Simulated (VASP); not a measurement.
Runs of VASP 6.6.1 on Ni. Symmetry: Fm-3m, No. 225, cubic system. Conventional cell: a = 3.540 Å, b = 3.540 Å, c = 3.540 Å, α = 90.00°, β = 90.00°, γ = 90.00°. Ni (site symmetry m-3m) has 12 Ni at 2.50 Å within 3.3 Å. 

| spin | fixed moment (μB) | pressure (GPa) | moment (μB) |
| --- | --- | --- | --- |
| collinear, ferromagnetic start | - | (b) | 0.62 |
| collinear, ferromagnetic start | 1.66 | (a) | 1.66 |
| collinear, ferromagnetic start | 1.19 | 2.6 | 1.19 |
| collinear, ferromagnetic start | 0.24 | -3.8 | 0.24 |
| collinear, ferromagnetic start | 0.95 | -0.6 | 0.95 |
| collinear, ferromagnetic start | 1.9 | 18.5 | 1.90 |
| collinear, zero start | 0.0 | -4.0 | 0.00 |
| collinear, ferromagnetic start | 1.43 | 6.7 | 1.43 |
| collinear, ferromagnetic start | 0.71 | -2.6 | 0.71 |
| collinear, ferromagnetic start | 0.48 | -3.5 | 0.48 |

Alike in all rows: task single point; level PBE; potentials or basis VASP PAW PBE potentials, release 64 (Ni); cell as given; k mesh 13 × 13 × 13; cutoff (eV) 520; smearing fermi-dirac 0.1 eV.

Q: Fill in the values left out.

A: (a) 11.7; (b) -3.3.

Caveats: the total moment is fixed, so each spin has its own Fermi level (some runs).
